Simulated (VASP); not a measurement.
Here is a VASP 6.6.1 calculation.

File INCAR:

```
SYSTEM = Nb
PREC     = Accurate       ! precision mode
ENCUT    = 520            ! plane-wave cutoff, eV
EDIFF    = 1E-6           ! SCF threshold, eV
ISMEAR   = 0              ! smearing method
SIGMA    = 0.15           ! smearing width, eV
LREAL    = .FALSE.        ! projectors in reciprocal space
LASPH    = .TRUE.         ! aspherical terms in the spheres
NELM     = 100            ! most SCF steps
ALGO     = Normal         ! electronic algorithm
ISIF     = 2              ! what is computed and relaxed
LWAVE    = .FALSE.        ! write WAVECAR
LCHARG   = .FALSE.        ! write CHGCAR
GGA      = PS             ! functional
NBANDS   = 12             ! bands
```

The input KPOINTS:

```
regular mesh
0
G
  20 20 20
  0 0 0
```

Contents of POSCAR:

```
Nb
1.0
   -1.7138685000      1.7138685000      1.7138685000
    1.7138685000     -1.7138685000      1.7138685000
    1.7138685000      1.7138685000     -1.7138685000
Nb
1
Direct
    0.0000000000      0.0000000000      0.0000000000
```

Potentials or basis: VASP PAW PBE potentials, release 64 (Nb_sv).

The run is started by

```sh
$ cat potpaw_PBE.64/Nb_sv/POTCAR > POTCAR
$ mpirun -np 1 vasp_std > vasp.out
```

Task: What does it give for the pressure?

Result: -19.7 GPa.

Caveat: the cell differs from its parent crystal (strain +0.030 along x and y, +0.030 along z); the PAW data sets were made with another functional, which shifts forces and pressure a little.
